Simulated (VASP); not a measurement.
Runs of VASP 6.6.1 on CuO. The structure is that of space group C2/c (No. 15), or close to it. The cells are those of the table. 

```csv
task,level,potentials or basis,cell,k mesh,cutoff (eV),gap on the mesh (eV),pressure (GPa),largest force (eV/Å)
single point,LDA,"VASP PAW LDA potentials, release 64 (Cu_sv_GW, O)","a = 2.904, b = 2.904, c = 5.132 Å, angles 97.8, 97.8, 72.3°, 4 atoms",10 × 10 × 5,700,none,-12.0,0.79
single point,r2SCAN,"VASP PAW PBE potentials, release 64 (Cu, O)","a = 2.961, b = 2.961, c = 5.233 Å, angles 97.8, 97.8, 72.3°, 4 atoms",10 × 10 × 5,520,none,(a),0.70
relaxation of the atoms,PBE,"VASP PAW PBE potentials, release 64 (Cu, O)","atoms relaxed from a = 2.788, b = 2.788, c = 5.126 Å, angles 97.5, 97.5, 72.3°, 4 atoms",8 × 8 × 5,520,none,22.7,0.01
single point,r2SCAN,"VASP PAW PBE potentials, release 64 (Cu_sv_GW, O)","a = 2.884, b = 2.884, c = 5.098 Å, angles 97.8, 97.8, 72.3°, 4 atoms",10 × 10 × 5,770,none,0.6,0.82
```

Alike in all rows: no spin polarisation; smearing fermi-dirac 0.05 eV.

Question: Fill in the values left out.

Answer: (a) -9.7.

Caveats: semilocal functionals often make such compounds metallic where correlation or magnetic order opens a gap, which also shifts bond lengths; the cell stands under tension (at least some runs); the PAW data sets were made with another functional, which shifts forces and pressure a little (at least some runs).

A gap of «none» marks levels without a gap at the run's occupations.

The runs don't all hold the same shells in valence.
